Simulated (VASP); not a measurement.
Set up this calculation in VASP 6.6.1, as the native input.

```
Task                   : single point
Functional             : LDA
Potentials or basis    : VASP PAW LDA potentials, release 64 (Mn_pv, Br)
Cutoff                 : 520 eV
k mesh                 : 6 × 6 × 2
Occupations            : gaussian, width 0.05 eV
Spin                   : collinear spin, antiferromagnetic start
Starting moments       : [5.08, -5.08, 0.03, -0.03, -0.03, 0.03] μB
Hubbard terms          : Mn d U = 8.0 eV
Dipole correction      : no
Further INCAR settings : ALGO = Fast; EDIFF = 1e-06; NBANDS = 40
```

The structure of MnBr2 lies in POSCAR:

```
MnBr2
1.0
    3.8200014300      0.0000000000      0.0000000000
   -1.9100007100      3.3082182800      0.0000000000
    0.0000000000      0.0000000000     12.3800004800
Mn Br
2 4
Direct
    0.0000000000      0.0000000000      0.0000000000
    0.0000000000      0.0000000000      0.5000000000
    0.3333333333      0.6666666667      0.1250000000
    0.6666666667      0.3333333333      0.3750000000
    0.3333333333      0.6666666667      0.6250000000
    0.6666666667      0.3333333333      0.8750000000
```

The input as run:

INCAR

```
SYSTEM = MnBr2
ALGO = Fast
EDIFF = 1E-6
ENCUT = 520
GGA = CA
ISIF = 2
ISMEAR = 0
ISPIN = 2
LASPH = .TRUE.
LCHARG = .FALSE.
LDAU = .TRUE.
LDAUJ = 0 0
LDAUL = 2 -1
LDAUPRINT = 1
LDAUTYPE = 2
LDAUU = 8 0
LMAXMIX = 4
LORBIT = 11
LREAL = .FALSE.
LWAVE = .FALSE.
MAGMOM = 5.08 -5.08 0.03 -0.03 -0.03 0.03
NBANDS = 40
NELM = 150
PREC = Accurate
SIGMA = 0.05
```

KPOINTS

```
k-points
0
G
  6 6 2
  0 0 0
```

Potentials or basis: VASP PAW LDA potentials, release 64 (Mn_pv, Br).

The run is started by

```sh
$ cat potpaw_LDA.64/Mn_pv/POTCAR potpaw_LDA.64/Br/POTCAR > POTCAR
$ mpirun -np 1 vasp_std > vasp.out
```

Results of the run:

| Property | Result |
| --- | --- |
| Pressure | -0.9 GPa |
| Largest force | 0.191 eV/Å |
| Band gap on the k mesh | 3.69 eV |
| Net moment | 0.00 μB per cell |
| Site moments | Mn +4.69, -4.69; Br +0.03, -0.03 (each value once) μB |
| Valence electrons inside the program's atomic spheres | Mn 11.27; Br 4.88 |

Wall time 100 s on 1 thread of AMD EPYC 9R45 96-Core Processor (Zen 5), on a shared host, peak memory 0.27 GiB.
